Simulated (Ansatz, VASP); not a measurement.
**One calculation of Pb, two programs**

The input INCAR:

```
PREC = Accurate
ENCUT = 520
EDIFF = 1E-6
ISMEAR = -1
SIGMA = 0.05
LREAL = False
LASPH = True
NELM = 60
ALGO = Fast
ISIF = 2
LWAVE = False
LCHARG = False
GGA = PE
NBANDS = 21
```

File KPOINTS:

```
Automatic mesh
0
Gamma
  9 9 5
```

POSCAR

```
Pb
1.0
    3.0386068135     -1.7503199600      0.0000000000
    3.0386068135      1.7503199600      0.0000000000
   -2.1154626375      0.0000000000      6.0952248674
Pb
2
Direct
    0.9085084100      0.9085084100      0.7262922000
    0.0914915900      0.0914915900      0.2737078000
```

File input.yaml:

```yaml
crystal:
  lattice:
    - [3.0386068135, -1.75031996, 0.0]
    - [3.0386068135, 1.75031996, 0.0]
    - [-2.1154626375, 0.0, 6.0952248674]
  atoms:
    - { symbol: Pb, position: [0.90850841, 0.90850841, 0.7262922] }
    - { symbol: Pb, position: [0.09149159, 0.09149159, 0.2737078] }
kpoints:
  mp_grid: { grid: [9, 9, 5] }
scf:
  occupations: { method: fermi_dirac, width: 0.05 }
hamiltonian:
  xc: pbe
  pseudopotentials: { kind: all_electron, lapw: { basis_error: 0.001 } }
output:
  forces: true
  stress: true
  eigenvalues: true
  populations: true
```

Alike in both runs: task single point; functional PBE; k mesh 9 × 9 × 5; occupations fermi-dirac, width 0.05 eV; no spin polarisation.

```csv
,VASP,Ansatz
version,VASP 6.6.1,Ansatz 0.2.0
potentials or method,"VASP PAW PBE potentials, release 64 (Pb_d), cutoff 520 eV","all-electron LAPW, scalar-relativistic"
```

Ansatz gave:

```
gap on the k mesh at the Fermi level (eV) : none
pressure (GPa)                            : 0.8
rms of the force components (eV/Å)        : 0.046
```

**Question.** Estimate VASP's values.

**Answer.** gap on the k mesh at the Fermi level (eV): none; pressure (GPa): 0.7; rms of the force components (eV/Å): 0.046.

Atom by atom the forces differ by 0.000 eV/Å (rms over components). A gap of «none» marks a metal or a gap that the smearing closes. Ansatz ran all-electron here, and VASP with PAW potentials.

Spin-orbit coupling is off throughout.
